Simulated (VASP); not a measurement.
# Si2C (P-3m1) in VASP: further runs

Si2C is run at these levels: PBE; tasks: single point, relaxation of cell and atoms.

All numbers are computed with VASP 6.6.1; they aren't measurements. Logs are shortened: lines on timing, memory, paths and dates and some standing lists are left out, and cuts for length are marked.

### Step 1. The cell of the first run

The structure is trigonal, space group P-3m1 (No. 164). Conventional cell: a = 2.731 Å, b = 2.731 Å, c = 6.689 Å, α = 90.00°, β = 90.00°, γ = 120.00°. Within 3.6 Å of Si (site symmetry 3m) lie 3 C at 2.73 Å and 9 Si at 2.73 Å. C (site symmetry -3m) has 6 Si at 2.73 Å and 6 C at 2.73 Å within 3.6 Å.

### Step 2. Single point, PBE, collinear spin

File INCAR:

```
PREC = Accurate
ENCUT = 520
EDIFF = 1E-7
ISMEAR = 0
SIGMA = 0.1
LREAL = False
LASPH = True
NELM = 150
ALGO = Normal
ISIF = 2
LWAVE = False
LCHARG = False
ISPIN = 2
MAGMOM = 0 0 1
LORBIT = 11
GGA = PE
NBANDS = 17
```

File KPOINTS:

```
Automatic mesh
0
Gamma
  6 6 4
```

File POSCAR:

```
Si2C
1.0
    2.7309466400      0.0000000000      0.0000000000
   -1.3654733200      2.3650691600      0.0000000000
    0.0000000000      0.0000000000      6.6894257700
Si C
2 1
Direct
    0.6666666700      0.3333333300      0.8333333300
    0.3333333300      0.6666666700      0.1666666700
    0.0000000000      0.0000000000      0.5000000000
```

Potentials or basis: VASP PAW PBE potentials, release 64 (Si, C).

Command:

```
$ cat potpaw_PBE.64/Si/POTCAR potpaw_PBE.64/C/POTCAR > POTCAR
$ mpirun -np 1 vasp_std > vasp.out
```

OUTCAR:

```text
PREC = Accurate
   ENCUT = 520
   EDIFF = 1E-7
   ISMEAR = 0
   LREAL = False
   LASPH = True
   NELM = 150
   ISIF = 2
   ISPIN = 2
   LORBIT = 11
   GGA = PE

 ion  position               nearest neighbor table
   1  0.667  0.333  0.833-   2 2.73   2 2.73   2 2.73
   2  0.333  0.667  0.167-   1 2.73   1 2.73   1 2.73
   3  0.000  0.000  0.500-

  LATTYP: Found a hexagonal cell.
 ALAT       =     2.7309466400
 C/A-ratio  =     2.4494897381

  Lattice vectors:

 A1 = (   2.7309466400,   0.0000000000,   0.0000000000)
 A2 = (  -1.3654733200,   2.3650691600,   0.0000000000)
 A3 = (   0.0000000000,   0.0000000000,   6.6894257700)

Analysis of symmetry for initial positions (statically):
=====================================================================
 Subroutine PRICEL returns:
 Original cell was already a primitive cell.

 Routine SETGRP: Setting up the symmetry group for a
 hexagonal supercell.

 Subroutine GETGRP returns: Found 12 space group operations
 (whereof 12 operations were pure point group operations)
 out of a pool of 24 trial point group operations.

The static configuration has the point symmetry D_3d.

Analysis of symmetry for dynamics (positions and initial velocities):
=====================================================================
 Subroutine PRICEL returns:
 Original cell was already a primitive cell.

 Routine SETGRP: Setting up the symmetry group for a
 hexagonal supercell.

 Subroutine GETGRP returns: Found 12 space group operations
 (whereof 12 operations were pure point group operations)
 out of a pool of 24 trial point group operations.

The dynamic configuration has the point symmetry D_3d.

Analysis of structural, dynamic, and magnetic symmetry:
=====================================================================
 Subroutine PRICEL returns:
 Original cell was already a primitive cell.

 Routine SETGRP: Setting up the symmetry group for a
 hexagonal supercell.

 Subroutine GETGRP returns: Found 12 space group operations
 (whereof 12 operations were pure point group operations)
 out of a pool of 24 trial point group operations.

The overall configuration has the point symmetry D_3d.

 Subroutine INISYM returns: Found 12 space group operations
 (whereof 12 operations are pure point group operations),
 and found     1 'primitive' translations

----------------------------------------------------------------------------------------

                                     Primitive cell

  volume of cell :      43.2062

  direct lattice vectors                    reciprocal lattice vectors
     2.730946640  0.000000000  0.000000000     0.366173394  0.211410308  0.000000000
    -1.365473320  2.365069160  0.000000000     0.000000000  0.422820616  0.000000000
     0.000000000  0.000000000  6.689425770     0.000000000  0.000000000  0.149489662

  length of vectors
     2.730946640  2.730946634  6.689425770     0.422820615  0.422820616  0.149489662

  position of ions in fractional coordinates (direct lattice)
     0.666666670  0.333333330  0.833333330
     0.333333330  0.666666670  0.166666670
     0.000000000  0.000000000  0.500000000

  ion indices of the primitive-cell ions
   primitive index   ion index
                 1           1
                 2           2
                 3           3

----------------------------------------------------------------------------------------

 KPOINTS: Automatic mesh

Automatic generation of k-mesh.
 Grid dimensions read from file:
 generate k-points for:    6    6    4

 Generating k-lattice:

  Cartesian coordinates                     Fractional coordinates (reciprocal lattice)
     0.061028899  0.035235051  0.000000000     0.166666667 -0.000000000  0.000000000
     0.000000000  0.070470103  0.000000000     0.000000000  0.166666667  0.000000000
     0.000000000  0.000000000  0.037372416     0.000000000  0.000000000  0.250000000

  Length of vectors
     0.070470103  0.070470103  0.037372416

  Shift w.r.t. Gamma in fractional coordinates (k-lattice)
     0.000000000  0.000000000  0.000000000

 Subroutine IBZKPT returns following result:
 ===========================================

 Found     24 irreducible k-points:

 Following reciprocal coordinates:
            Coordinates               Weight
  0.000000  0.000000  0.000000      1.000000
  0.166667  0.000000  0.000000      6.000000
  0.333333  0.000000  0.000000      6.000000
  0.500000  0.000000  0.000000      3.000000
  0.166667  0.166667  0.000000      6.000000
  0.333333  0.166667  0.000000     12.000000
[... 16 lines left out ...]
  0.333333  0.166667  0.500000     12.000000
  0.333333  0.333333  0.500000      2.000000
   k-points           NKPTS =     24   k-points in BZ     NKDIM =     24   number of bands    NBANDS=     17
   number of dos      NEDOS =    301   number of ions     NIONS =      3
   total plane-waves  NPLWV =  20000
   dimension x,y,z NGX =    20 NGY =   20 NGZ =   50
   dimension x,y,z NGXF=    40 NGYF=   40 NGZF=  100
   ions per type =               2   1
   NGX,Y,Z   is equivalent  to a cutoff of  12.17, 12.17, 12.43 a.u.
   NGXF,Y,Z  is equivalent  to a cutoff of  24.35, 24.35, 24.85 a.u.
 SYSTEM =  unknown system
   PREC   = accura    normal or accurate (medium, high low for compatibility)
   ISTART =      0    job   : 0-new  1-cont  2-samecut
   ICHARG =      2    charge: 1-file 2-atom 10-const
   ISPIN  =      2    spin polarized calculation?
   LNONCOLLINEAR =      F non collinear calculations
   LSORBIT =      F    spin-orbit coupling
   LASPH  =      T    aspherical Exc in radial PAW
   ENCUT  =  520.0 eV  38.22 Ry    6.18 a.u.   5.08  5.08 12.44*2*pi/ulx,y,z
   NELM   =    150;   NELMIN=  2; NELMDL= -5     # of ELM steps
   EDIFF  = 0.1E-06   stopping-criterion for ELM
   LREAL  =      F    real-space projection
   EDIFFG = 0.1E-05   stopping-criterion for IOM
   NSW    =      0    number of steps for IOM
   IBRION =     -1    ionic relax: 0-MD 1-quasi-New 2-CG
   NFREE  =      0    steps in history (QN), initial steepest desc. (CG)
   ISIF   =      2    stress and relaxation
   ISYM   =      2    0-nonsym 1-usesym 2-fastsym
   POTIM  = 0.5000    time-step for ionic-motion
   TEBEG  =    0.0;   TEEND  =   0.0 temperature during run
   PSTRESS=    0.0 pullay stress
   NELECT =      12.0000    total number of electrons
   NUPDOWN=      -1.0000    fix difference up-down
   EMIN   =  10.00;   EMAX   =-10.00  energy-range for DOS
   EFERMI =   0.00;   METHOD = LEGACY
   ISMEAR =     0;   SIGMA  =   0.10  broadening in eV -4-tet -1-fermi 0-gaus
   EFERMI_NEDOS =   21; number of points for ismear=-14 and -15
   IALGO  =     38    algorithm
   IMIX   =      4    mixing-type and parameters
     AMIX     =   0.40;   BMIX     =  1.00
     AMIX_MAG =   1.60;   BMIX_MAG =  1.00
  volume/ion in A,a.u.               =      14.40        97.19
  Fermi-wavevector in a.u.,A,eV,Ry     =   1.068120  2.018454 15.522612  1.140880
  Thomas-Fermi vector in A             =   2.203758
   LORBIT       =     11    0 simple, 1 ext, 2 COOP (PROOUT), +10 PAW based schemes
   GGA     = PE    functional components
   LHFCALC =     F    Hartree Fock is set to
   AEXX    =    0.0000 exact exchange contribution
   IVDW    =     0    specifies the selected vdW correction
   LEPSILON=     F    determine dielectric tensor
   LRPA    =     F    only Hartree local field effects (RPA)
 spin polarized calculation
 Gauss-broadening in eV      SIGMA  =   0.10
  energy-cutoff  :      520.00
  volume of cell :       43.21
 maximum number of plane-waves:      1179
   NGX = 11   NGY = 11   NGZ = 25

 number of electron      11.9999999 magnetization       0.0001439

 Free energy of the ion-electron system (eV)
  ---------------------------------------------------
  ext. energy  EPLUGINS =         0.00000000
  ---------------------------------------------------
  free energy    TOTEN  =       -13.92769412 eV

  energy without entropy =      -13.91629810  energy(sigma->0) =      -13.92199611

 E-fermi :   7.1273     XC(G=0): -10.7205

 val. band max:        7.0916920089   @ k =  -0.1667   0.5000   0.2500
 cond. band min:       7.1299590878   @ k =   0.3333   0.1667   0.2500
 fundamental gap:      0.0382670790
 Fermi energy:         7.1272983266

 spin component 1

 k-point     1 :       0.0000    0.0000    0.0000
  band No.  band energies     occupation
      1      -6.6266      1.00000
      2      -3.7372      1.00000
      3      -3.1112      1.00000
      4       5.3388      1.00000
      5       5.6031      1.00000
      6      10.6267      0.00000
[... 9 lines left out ...]
     16      20.3242      0.00000
     17      20.3417      0.00000
[... 441 lines left out ...]
 k-point    24 :       0.3333    0.3333    0.5000
  band No.  band energies     occupation
      1      -0.4450      1.00000
      2       1.9898      1.00000
      3       1.9898      1.00000
      4       2.5484      1.00000
      5       3.8561      1.00000
      6       3.8561      1.00000
[... 9 lines left out ...]
     16      21.5355      0.00000
     17      23.5484      0.00000
 Fermi energy:         7.1272983266

 spin component 2

 k-point     1 :       0.0000    0.0000    0.0000
  band No.  band energies     occupation
      1      -6.6266      1.00000
      2      -3.7370      1.00000
      3      -3.1112      1.00000
      4       5.3389      1.00000
      5       5.6032      1.00000
      6      10.6269      0.00000
[... 9 lines left out ...]
     16      20.3242      0.00000
     17      20.3710      0.00000
[... 441 lines left out ...]
 k-point    24 :       0.3333    0.3333    0.5000
  band No.  band energies     occupation
      1      -0.4448      1.00000
      2       1.9898      1.00000
      3       1.9898      1.00000
      4       2.5484      1.00000
      5       3.8562      1.00000
      6       3.8562      1.00000
[... 9 lines left out ...]
     16      21.5355      0.00000
     17      23.5484      0.00000

------------------------ aborting loop because EDIFF is reached ----------------------------------------

  FORCE on cell =-STRESS in cart. coord.  units (eV):
  Direction    XX          YY          ZZ          XY          YZ          ZX
  --------------------------------------------------------------------------------------
  -------------------------------------------------------------------------------------
  Total       -2.3488779     -2.3488779     -4.9526731      0.0000000      0.0000000      0.0000000
  in kB      -87.1013984    -87.1013979   -183.6556709      0.0000000      0.0000000      0.0000000
  external PRESSURE =    -119.2861558 kB  Pullay stress =       0.0000000 kB

 VOLUME and BASIS-vectors are now :
 -----------------------------------------------------------------------------
  energy-cutoff  :      520.00
  volume of cell :       43.21
      direct lattice vectors                 reciprocal lattice vectors
     2.730946640  0.000000000  0.000000000     0.366173394  0.211410308  0.000000000
    -1.365473320  2.365069160  0.000000000     0.000000000  0.422820616  0.000000000
     0.000000000  0.000000000  6.689425770     0.000000000  0.000000000  0.149489662

 POSITION                                       TOTAL-FORCE (eV/Angst)
 -----------------------------------------------------------------------------------
      1.36547      0.78836      5.57452        -0.000000      0.000000     -1.795006
     -0.00000      1.57671      1.11490         0.000000      0.000000      1.795006
      0.00000      0.00000      3.34471         0.000000      0.000000      0.000000
 -----------------------------------------------------------------------------------
    total drift:                                0.000000      0.000000      0.000000

  FREE ENERGIE OF THE ION-ELECTRON SYSTEM (eV)
  ---------------------------------------------------
  free  energy   TOTEN  =       -13.9276941189 eV

  energy  without entropy=      -13.9162981048  energy(sigma->0) =      -13.92199611

 total charge

# of ion       s       p       d       tot
------------------------------------------
    1        0.857   0.646   0.000   1.504
    2        0.857   0.646   0.000   1.504
    3        1.044   0.963   0.000   2.007
--------------------------------------------------
tot          2.758   2.256   0.000   5.014

 magnetization (x)

# of ion       s       p       d       tot
------------------------------------------
    1        0.000  -0.000   0.000  -0.000
    2        0.000  -0.000   0.000  -0.000
    3        0.000   0.000   0.000   0.000
--------------------------------------------------
tot          0.000   0.000   0.000   0.000
```

Run time: 60 s. Hardware: 1 thread of Intel Xeon 8259CL, shared host; peak memory 0.17 GiB.

Results:

| Property | Result |
| --- | --- |
| Free energy | -13.9277 eV |
| Pressure | -11.9 GPa |
| Largest force | 1.795 eV/Å |
| Band gap on the k mesh | zero (filled and empty bands overlap) |
| Net moment | 0.00 μB per cell |
| Valence electrons inside the program's atomic spheres | Si 1.50; C 2.01 |

Forces on the atoms (eV/Å):
```
Si   0.000  0.000 -1.795
Si   0.000  0.000  1.795
C    0.000  0.000  0.000
```

Stress tensor (GPa, compression positive):
```
 -8.71   0.00   0.00
  0.00  -8.71   0.00
  0.00   0.00 -18.37
```

Caveat: the k points lie up to 0.44 Å⁻¹ apart, too coarse for converged energies and pressures of a metal; forces of over 1 eV/Å act on the atoms, so gaps and moduli don't describe the material at rest.

### Step 3. Single point, PBE

This run uses another cell than the first one, of 10.80 Å³/atom.

File INCAR:

```
PREC = Accurate ; ENCUT = 520
EDIFF = 1E-6 ; ISMEAR = 0
SIGMA = 0.1 ; LREAL = F
LASPH = T ; NELM = 80
ALGO = Normal ; ISIF = 2
LWAVE = F ; LCHARG = T
GGA = PE ; LELF = T
LVHAR = T ; NBANDS = 13
```

File KPOINTS:

```
Automatic mesh
0
Gamma
  18 18 12
```

File POSCAR:

```
Si2C
1.0
    2.9621371565      0.0000000000      0.0000000000
   -1.4810685782      2.5652860270      0.0000000000
    0.0000000000      0.0000000000      4.2624235476
Si C
2 1
Direct
    0.6666666667      0.3333333333      0.7747602584
    0.3333333333      0.6666666667      0.2252397416
    0.0000000000      0.0000000000      0.5000000000
```

Potentials or basis: VASP PAW PBE potentials, release 64 (Si, C).

Command:

```
$ cat potpaw_PBE.64/Si/POTCAR potpaw_PBE.64/C/POTCAR > POTCAR
$ mpirun -np 1 vasp_std > vasp.out
```

It took 3 min on 1 thread of Intel Xeon 8259CL, shared host; peak memory 0.27 GiB.

Results (log left out):

```yaml
Free_energy: -18.2421 eV
Pressure: 0.0 GPa
Band_gap_on_the_k_mesh: zero (bands 6 and 7 overlap by 6.11 eV)
```

Forces in eV/Å, atoms in the order of the input:
```
Si   0.000  0.000 -0.003
Si   0.000  0.000  0.003
C    0.000  0.000  0.000
```

Stress tensor (GPa, compression positive):
```
 0.06  0.00  0.00
 0.00  0.06  0.00
 0.00  0.00 -0.02
```

Levels at points of the mesh, in eV from the Fermi level:
| k point | band 2 | band 3 | band 4 | band 5 | band 6 | band 7 | band 8 | band 9 | band 10 | band 11 |
| --- | --- | --- | --- | --- | --- | --- | --- | --- | --- | --- |
| (0.00, 0.00, 0.00) | -9.34 | -9.32 | -1.85 | -1.85 | 3.80 | 3.80 | 4.56 | 6.22 | 8.34 | 9.70 |
| (0.50, 0.00, 0.00) | -11.54 | -5.82 | -4.60 | -4.25 | -4.21 | -2.13 | 1.34 | 4.14 | 5.93 | 6.91 |
| (0.00, 0.00, 0.50) | -13.63 | -2.61 | -1.70 | -1.70 | 1.19 | 5.08 | 5.26 | 5.26 | 5.64 | 5.64 |
| (0.50, 0.00, 0.50) | -10.57 | -8.52 | -8.16 | -3.92 | -0.25 | 0.99 | 1.47 | 5.59 | 5.77 | 6.41 |

### Step 4. Relaxation of cell and atoms, PBE

This run uses another cell than the first one, of 10.79 Å³/atom.

File INCAR:

```
SYSTEM = Si2C
PREC = Accurate ; ENCUT = 600
EDIFF = 1E-7 ; ISMEAR = 0
SIGMA = 0.1 ; LREAL = .False.
LASPH = .True. ; NELM = 80
ALGO = Normal ; ISIF = 3
LWAVE = .False. ; LCHARG = .False.
GGA = PE ; IBRION = 2
NSW = 100 ; EDIFFG = -0.01
```

File KPOINTS:

```
regular mesh
0
Gamma
  18 18 12
  0 0 0
```

File POSCAR:

```
Si2C
1.0
    2.9669885569      0.0000000000      0.0000000000
   -1.4834942785      2.5694874630      0.0000000000
    0.0000000000      0.0000000000      4.2445539741
Si C
2 1
Direct
    0.6666666667      0.3333333333      0.7752350987
    0.3333333333      0.6666666667      0.2247649013
    0.0000000000      0.0000000000      0.5000000000
```

Command:

```
$ cat potpaw_PBE.64/Si/POTCAR potpaw_PBE.64/C/POTCAR > POTCAR
$ mpirun -np 1 vasp_std > vasp.out
```

Run time: 5.7 min. Hardware: 1 thread of Intel Xeon 8259CL, shared host; peak memory 0.28 GiB.

The run converged. Its results:

| Property | Result |
| --- | --- |
| Free energy | -18.2432 eV |
| Relaxed volume | 10.79 Å³/atom |
| Relaxed cell | a = 2.962 Å, b = 2.962 Å, c = 4.261 Å, α = 90.00°, β = 90.00°, γ = 120.00° |
| Space group after relaxing (to 0.1 Å) | P-3m1 (No. 164) |
| Energy gained by relaxing | 0.2 meV/atom |
| Ionic steps | 5 |
| Pressure after relaxing | 0.0 GPa |
| Band gap on the k mesh | zero (bands 6 and 7 overlap by 6.11 eV) |

Step by step:
```tsv
step	energy change (eV)	largest force (eV/Å)	pressure (GPa)	volume (Å³)
1	0.0000	0.0041	0.19	32.36
2	-0.0005	0.0600	-0.27	32.42
3	-0.0005	0.0510	-0.20	32.41
4	-0.0006	0.0160	0.10	32.36
5	-0.0006	0.0014	0.03	32.38
```

Final structure:
```xyz
3
Lattice="2.9619 0.0000 0.0000 -1.4810 2.5651 0.0000 0.0000 0.0000 4.2613" Properties=species:S:1:pos:R:3 pbc="T T T"
Si    1.4810    0.8550    3.3015
Si    0.0000    1.7101    0.9598
C     0.0000    0.0000    2.1307
```

Levels at points of the mesh, in eV from the Fermi level:
```csv
k point,band 3,band 4,band 5,band 6,band 7,band 8,band 9,band 10
"(0.00, 0.00, 0.00)",-9.32,-1.85,-1.85,3.79,3.79,4.56,6.22,8.34
"(0.50, 0.00, 0.00)",-5.82,-4.60,-4.26,-4.21,-2.13,1.34,4.14,5.93
"(0.00, 0.00, 0.50)",-2.61,-1.71,-1.71,1.20,5.08,5.26,5.26,5.63
"(0.50, 0.00, 0.50)",-8.53,-8.16,-3.93,-0.25,0.99,1.47,5.60,5.77
```

### Step 5. Overview

| task | spin | cell | k mesh | cutoff (eV) | gap on the mesh (eV) | pressure (GPa) |
| --- | --- | --- | --- | --- | --- | --- |
| single point | collinear | a = 2.731, b = 2.731, c = 6.689 Å, angles 90.0, 90.0, 120.0°, 3 atoms, atomic positions A | 6 × 6 × 4 | 520 | none | -11.9 |
| single point | off | a = 2.962, b = 2.962, c = 4.262 Å, angles 90.0, 90.0, 120.0°, 3 atoms, atomic positions B | 18 × 18 × 12 | 520 | none | 0.0 |
| relaxation of cell and atoms | off | relaxed from a = 2.967, b = 2.967, c = 4.245 Å, angles 90.0, 90.0, 120.0°, 3 atoms, atomic positions B | 18 × 18 × 12 | 600 | none | 0.0 |

Alike in all rows: level PBE; potentials or basis VASP PAW PBE potentials, release 64 (Si, C); smearing gaussian 0.1 eV.

Caveats: some runs use coarse meshes; forces of over 1 eV/Å act on the atoms, so gaps and moduli don't describe the material at rest (at least some runs).

Total energies depend on the potentials used, so only differences within one code and one set of settings carry meaning.
